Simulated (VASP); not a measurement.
Wanted: the native input for a VASP 6.6.1 run.

* Task: single point
* Functional: r2SCAN
* Potentials or basis: VASP PAW PBE potentials, release 64 (Sn_d, O)
* Cutoff: 660 eV
* k mesh: 6 × 6 × 6
* Occupations: gaussian, width 0.02 eV
* Spin: no spin polarisation
* Dipole correction: no
* Further INCAR settings: ALGO = Normal; EDIFF = 1e-06; NBANDS = 64

Crystal: SnO2.

```
Sn O
1.0
    -3.20056    3.36552    3.36553
     3.20056   -3.36552    3.36553
     3.20056    3.36552   -3.36553
Sn O
4 8
Direct
  0.99997 0.24997 0.75000
  0.00003 0.75003 0.25000
  0.50000 0.50000 0.50000
  0.50000 0.00000 0.00000
  0.19410 0.19413 0.50003
  0.69414 0.75004 0.94410
  0.19410 0.69407 0.99997
  0.30594 0.75004 0.55590
  0.69406 0.24996 0.44410
  0.30586 0.24996 0.05590
  0.80590 0.30593 0.00003
  0.80590 0.80587 0.49997
```

The input as run:

POSCAR

```
SnO2
1.0
   -3.2005643741      3.3655203373      3.3655269481
    3.2005643741     -3.3655203373      3.3655269481
    3.2005643741      3.3655203373     -3.3655269481
Sn O
4 8
Direct
    0.9999687570      0.2499687570      0.7500000000
    0.0000312430      0.7500312430      0.2500000000
    0.5000000000      0.5000000000      0.5000000000
    0.5000000000      0.0000000000      0.0000000000
    0.1941001994      0.1941267273      0.5000265278
    0.6941449874      0.7500445853      0.9441004021
    0.1941001994      0.6940736716      0.9999734722
    0.3059441832      0.7500445853      0.5558995979
    0.6940558168      0.2499554147      0.4441004021
    0.3058550126      0.2499554147      0.0558995979
    0.8058998006      0.3059263284      0.0000265278
    0.8058998006      0.8058732728      0.4999734722
```

INCAR.step1

```
SYSTEM = SnO2
PREC     = Accurate       ! precision mode
ENCUT    = 660            ! plane-wave cutoff, eV
ISMEAR   = 0              ! smearing method
SIGMA    = 0.02           ! smearing width, eV
LREAL    = .FALSE.        ! projectors in reciprocal space
LASPH    = .TRUE.         ! aspherical terms in the spheres
NELM     = 120            ! most SCF steps
NBANDS   = 64             ! bands
GGA      = PE             ! functional
ALGO     = Normal         ! electronic algorithm
EDIFF    = 1E-5           ! SCF threshold, eV
LWAVE    = .TRUE.         ! write WAVECAR
LCHARG   = .FALSE.        ! write CHGCAR
GGA_COMPAT= .FALSE.
```

INCAR.step2

```
SYSTEM = SnO2
PREC     = Accurate       ! precision mode
ENCUT    = 660            ! plane-wave cutoff, eV
EDIFF    = 1E-6           ! SCF threshold, eV
ISMEAR   = 0              ! smearing method
SIGMA    = 0.02           ! smearing width, eV
LREAL    = .FALSE.        ! projectors in reciprocal space
LASPH    = .TRUE.         ! aspherical terms in the spheres
NELM     = 120            ! most SCF steps
ALGO     = Normal         ! electronic algorithm
ISIF     = 2              ! what is computed and relaxed
LWAVE    = .FALSE.        ! write WAVECAR
LCHARG   = .FALSE.        ! write CHGCAR
METAGGA  = R2SCAN         ! meta-GGA
LMIXTAU  = .TRUE.       
NBANDS   = 64             ! bands
ISTART   = 1            
GGA_COMPAT= .FALSE.
```

KPOINTS

```
Automatic mesh
0
G
  6 6 6
  0 0 0
```

Potentials or basis: VASP PAW PBE potentials, release 64 (Sn_d, O).

Run with:

```bash
$ cat potpaw_PBE.64/Sn_d/POTCAR potpaw_PBE.64/O/POTCAR > POTCAR
$ cp INCAR.step1 INCAR
$ mpirun -np 1 vasp_std > vasp.out
$ cp INCAR.step2 INCAR
$ mpirun -np 1 vasp_std > vasp.out
```

Results of the run:

- Pressure: 0.9 GPa
- Largest force: 0.028 eV/Å
- Band gap on the k mesh: 1.80 eV

Caveat: the PAW data sets were made with another functional, which shifts forces and pressure a little; spin-orbit coupling is left out, which moves the levels of the heavy elements.

Wall time 68 min on 1 thread of Intel Xeon 8259CL, on a shared host, peak memory 0.66 GiB.
